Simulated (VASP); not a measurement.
# W8C9 in VASP: notebook, part 2 of 2

VASP 6.6.1.

## Step 3: Single point, PBE

INCAR

```
ALGO     = Normal         # electronic algorithm
EDIFF    = 1E-6           # SCF threshold, eV
ENCUT    = 520            # plane-wave cutoff, eV
GGA      = PE             # functional
ISIF     = 2              # what is computed and relaxed
ISMEAR   = -1             # smearing method
LASPH    = True           # aspherical terms in the spheres
LCHARG   = False          # write CHGCAR
LREAL    = Auto         
LWAVE    = False          # write WAVECAR
NBANDS   = 88             # bands
NELM     = 60             # most SCF steps
PREC     = Accurate       # precision mode
SIGMA    = 0.15           # smearing width, eV
```

KPOINTS

```
k-points
0
Gamma
  3 3 1
```

POSCAR

```
W8C9
1.0
    5.7490600000      0.0000000000      0.0000000000
    0.0000000000      5.6331800000      0.0000000000
    0.0000000000      0.0000000000     15.1490270000
W C
8 9
Direct
    0.0000000000      0.0000000000      0.0660108402
    0.2671567178      0.0068700095      0.2303514279
    0.0000000000      0.5000017752      0.0660108402
    0.2633300053      0.4989544094      0.2298035379
    0.4999947818      0.0000000000      0.0660108402
    0.7537058232      0.0035326405      0.2324901791
    0.4999947818      0.5000017752      0.0660108402
    0.7645771657      0.4856759415      0.2399428029
    0.0063140757      0.2440184762      0.1663011096
    0.2838724939      0.2584863257      0.3315130404
   -0.0064184406      0.7487245215      0.1635418565
    0.4754516391      0.8813494332      0.3514021066
    0.4927066338      0.2389946709      0.1709218684
    0.6932959475      0.2301541935      0.3295657206
    0.4954201209      0.7412686973      0.1721562712
    0.6413918101      0.7158301350      0.3345891456
    0.4796436287      0.1330509588      0.3591121727
```

Potentials or basis: VASP PAW PBE potentials, release 64 (W_sv, C).

Started as:

```console
$ cat potpaw_PBE.64/W_sv/POTCAR potpaw_PBE.64/C/POTCAR > POTCAR
$ mpirun -np 1 vasp_std > vasp.out
```

OUTCAR:

```text
EDIFF = 1E-6
   ENCUT = 520
   GGA = PE
   ISIF = 2
   ISMEAR = -1
   LASPH = True
   LREAL = Auto
   NELM = 60
   PREC = Accurate

 ion  position               nearest neighbor table
   1  0.000  0.000  0.066-  11 2.05   9 2.05   3 2.82   3 2.82   5 2.87   5 2.87   6 2.89   2 2.93

   2  0.267  0.007  0.230-  13 2.05  10 2.09  15 2.18   9 2.23  12 2.30  11 2.37  17 2.41   4 2.77
                             6 2.80   5 2.83   4 2.86   1 2.93   6 2.95
   3  0.000  0.500  0.066-  11 2.04   9 2.09   1 2.82   1 2.82   7 2.87   7 2.87   4 2.91   8 2.96

   4  0.263  0.499  0.230-  10 2.05  15 2.10  13 2.16   9 2.27  11 2.32   2 2.77   7 2.83   2 2.86
                             8 2.87   8 2.89   3 2.91
   5  0.500  0.000  0.066-  13 2.08  15 2.17   7 2.82   7 2.82   2 2.83   1 2.87   1 2.87   6 2.91

   6  0.754  0.004  0.232-  14 1.98  13 2.21   9 2.22  11 2.25  15 2.29  16 2.33  12 2.51  17 2.59
                             8 2.72   2 2.80   1 2.89   5 2.91   8 2.92   2 2.95
   7  0.500  0.500  0.066-  15 2.11  13 2.17   5 2.82   5 2.82   4 2.83   3 2.87   3 2.87   8 3.04

   8  0.765  0.486  0.240-  14 2.02  16 2.06   9 2.24  11 2.30  13 2.34  15 2.35   6 2.72   4 2.87
                             4 2.89   6 2.92   3 2.96   7 3.04
[... 217 lines left out ...]
      4     -73.4399      2.00000
      5     -73.4214      2.00000
      6     -73.3660      2.00000
[... 434 lines left out ...]
     85       2.5276      0.00005
     86       2.5678      0.00004
 [bands above 86 left out]

------------------------ aborting loop because EDIFF is reached ----------------------------------------

  FORCE on cell =-STRESS in cart. coord.  units (eV):
  Direction    XX          YY          ZZ          XY          YZ          ZX
  --------------------------------------------------------------------------------------
  -------------------------------------------------------------------------------------
  Total      -10.1625261      5.4218855      1.3403929     -1.0736781      1.2972534     -3.6547725
  in kB      -33.1876915     17.7062142      4.3773119     -3.5063033      4.2364316    -11.9353653
  external PRESSURE =      -3.7013885 kB  Pullay stress =       0.0000000 kB

 VOLUME and BASIS-vectors are now :
 -----------------------------------------------------------------------------
  energy-cutoff  :      520.00
  volume of cell :      490.61
      direct lattice vectors                 reciprocal lattice vectors
     5.749060000  0.000000000  0.000000000     0.173941479  0.000000000  0.000000000
     0.000000000  5.633180000  0.000000000     0.000000000  0.177519625  0.000000000
     0.000000000  0.000000000 15.149027000     0.000000000  0.000000000  0.066010840

 POSITION                                       TOTAL-FORCE (eV/Angst)
 -----------------------------------------------------------------------------------
      0.00000      0.00000      1.00000         0.239277      0.008017     -0.684097
      1.53590      0.03870      3.48960        -1.978645     -1.656317      0.129695
      0.00000      2.81660      1.00000        -0.014320     -0.262647     -0.320220
      1.51390      2.81070      3.48130        -1.110416      0.615459      0.576754
      2.87450      0.00000      1.00000         0.017553     -0.417894     -0.661930
      4.33310      0.01990      3.52200        -0.513306     -2.764828     -1.004357
[... 9 lines left out ...]
      3.68740      4.03240      5.06870        -0.433027      0.313465     -0.614461
      2.75750      0.74950      5.44020         0.185577      0.837356      0.743216
 -----------------------------------------------------------------------------------
    total drift:                               -0.013738      0.000157     -0.002531

  FREE ENERGIE OF THE ION-ELECTRON SYSTEM (eV)
  ---------------------------------------------------
  free  energy   TOTEN  =      -167.2532294077 eV

  energy  without entropy=     -166.5715266980  energy(sigma->0) =     -166.91237805
```

OSZICAR:

```text
N       E                     dE             d eps       ncg     rms          rms(c)
DAV:   1     0.170618201977E+04    0.17062E+04   -0.86392E+04  1048   0.158E+03
DAV:   2    -0.785592070849E+02   -0.17847E+04   -0.17493E+04  1024   0.472E+02
DAV:   3    -0.190363649116E+03   -0.11180E+03   -0.10874E+03  1104   0.114E+02
[... 20 lines left out ...]
DAV:  24    -0.167253174805E+03   -0.91744E-04   -0.58117E-06   808   0.929E-03    0.271E-03
DAV:  25    -0.167253210975E+03   -0.36171E-04   -0.21117E-06   640   0.433E-03    0.169E-03
DAV:  26    -0.167253224975E+03   -0.14000E-04   -0.11882E-06   632   0.288E-03    0.947E-04
DAV:  27    -0.167253228411E+03   -0.34355E-05   -0.47949E-07   592   0.199E-03    0.431E-04
DAV:  28    -0.167253229408E+03   -0.99703E-06   -0.16410E-07   560   0.128E-03
   1 F= -.16725323E+03 E0= -.16691238E+03  d E =-.681703E+00
```

It took 16 min on 1 thread of Intel Xeon 8259CL, shared host; peak memory 0.58 GiB.

What came out:

| Property | Result |
| --- | --- |
| Free energy | -167.2532 eV |
| Largest force | 2.986 eV/Å |
| Band gap on the k mesh | zero (bands 74 and 75 overlap by 0.16 eV) |

Forces on the atoms (eV/Å):
```
W    0.239  0.008 -0.684
W   -1.979 -1.656  0.130
W   -0.014 -0.263 -0.320
W   -1.110  0.615  0.577
W    0.018 -0.418 -0.662
W   -0.513 -2.765 -1.004
W    0.182 -0.289  0.137
W   -0.974  2.234 -0.294
C    0.322  0.282  1.247
C   -0.971  0.808 -0.391
C    1.011  0.086  1.900
C    0.739 -2.434 -0.821
C    1.344  1.150 -0.521
C    0.943  1.036  1.064
C    1.010  0.455 -0.486
C   -0.433  0.313 -0.614
C    0.186  0.837  0.743
```

Levels at points of the mesh, in eV from the Fermi level:
```tsv
k point	band 72	band 73	band 74	band 75	band 76	band 77
(0.00, 0.00, 0.00)	-0.28	-0.13	0.16	0.39	0.58	0.72
```

Caveat: the k points lie up to 0.37 Å⁻¹ apart; spin-orbit coupling is left out, which moves the levels of the heavy elements.
